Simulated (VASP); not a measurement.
## ZrB2W3: single point with PBE

Crystal: ZrB2W3.

```
CELL_PARAMETERS angstrom
3.02099 -4.62028 0.00000
3.02099 4.62028 0.00000
0.00000 0.00000 3.07666
ATOMIC_POSITIONS crystal
Zr 0.50000 0.50000 0.00000
B 0.23825 0.76175 0.00000
B 0.76175 0.23825 0.00000
W 0.00000 0.00000 0.00000
W 0.50000 0.00000 0.50000
W 0.00000 0.50000 0.50000
```

The cell was generated, and may not be a known phase.

```
Program             : VASP 6.6.1
Task                : single point
Functional          : PBE
Potentials or basis : VASP PAW PBE potentials, release 64 (Zr_sv, B, W_sv)
Cutoff              : 520 eV
k mesh              : 4 × 4 × 6
Occupations         : gaussian, width 0.1 eV
Spin                : no spin polarisation
```

```
Pressure               : 0.4 GPa
Band gap on the k mesh : zero (bands 30 and 31 overlap by 0.77 eV)
```

Forces on the atoms (eV/Å):
```
Zr   0.000  0.000  0.000
B    0.000  0.003  0.000
B    0.000 -0.003  0.000
W    0.000  0.000  0.000
W    0.000  0.000  0.000
W    0.000  0.000  0.000
```

Stress tensor (GPa, compression positive):
```
0.42 0.00 0.00
0.00 0.34 0.00
0.00 0.00 0.54
```

Levels at points of the mesh, in eV from the Fermi level:
| k point | band 27 | band 28 | band 29 | band 30 | band 31 | band 32 | band 33 | band 34 |
| --- | --- | --- | --- | --- | --- | --- | --- | --- |
| (0.00, 0.00, 0.00) | -0.77 | -0.51 | -0.20 | -0.19 | 0.21 | 1.08 | 1.17 | 1.81 |
| (0.50, 0.00, 0.00) | -1.55 | -1.15 | -0.69 | -0.19 | 0.18 | 0.48 | 0.78 | 1.42 |
| (0.50, 0.50, 0.00) | -1.82 | -1.12 | -0.90 | -0.30 | 0.57 | 0.73 | 0.93 | 1.06 |
| (0.00, 0.00, 0.50) | -1.96 | -1.89 | -1.81 | -1.62 | 0.49 | 1.49 | 1.77 | 2.12 |
| (0.50, 0.00, 0.50) | -2.13 | -2.03 | -0.67 | 0.26 | 0.56 | 0.93 | 1.28 | 2.42 |
| (0.50, 0.50, 0.50) | -1.82 | -1.75 | 0.16 | 0.30 | 0.92 | 2.45 | 2.83 | 2.85 |

Run time: 2.2 min on 1 thread of Intel Xeon 8259CL (shared host), peak memory 0.25 GiB.

Caveat: spin-orbit coupling is left out, which moves the levels of the heavy elements.
